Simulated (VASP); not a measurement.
Input of a VASP 6.6.1 run:

INCAR

```
  PREC = Accurate
  ENCUT = 520
  EDIFF = 1E-7
  ISMEAR = 0
  SIGMA = 0.01
  LREAL = False
  LASPH = True
  NELM = 100
  ALGO = Normal
  ISIF = 2
  LWAVE = False
  LCHARG = False
  GGA = PE
  NBANDS = 28
```

File KPOINTS:

```
Automatic mesh
0
Gamma
  6 6 4
```

Contents of POSCAR:

```
SnSe
1.0
    5.0533589244      0.0000000000      0.0000000000
   -2.5266794622      4.3763372029      0.0000000000
    0.0000000000      0.0000000000      6.1482254763
Sn Se
2 2
Direct
    0.3333333333      0.6666666667     -0.0420214511
    0.6666666667      0.3333333333      0.4579785489
    0.3333333333      0.6666666667      0.4170214511
    0.6666666667      0.3333333333      0.9170214511
```

Potentials or basis: VASP PAW PBE potentials, release 64 (Sn_d, Se).

Command:

```console
$ cat potpaw_PBE.64/Sn_d/POTCAR potpaw_PBE.64/Se/POTCAR > POTCAR
$ mpirun -np 1 vasp_std > vasp.out
```

Q: Predict the pressure.

A: 1.2 GPa.

Q: What does it give for the band gap on the k mesh?

A: 0.77 eV.

Q: Predict the largest force.

A: 0.073 eV/Å.

Stress tensor (GPa, compression positive):
```
1.14 0.00 0.00
0.00 1.14 0.00
0.00 0.00 1.25
```

Caveat: spin-orbit coupling is left out, which moves the levels of the heavy elements. A k mesh can miss the band edges.
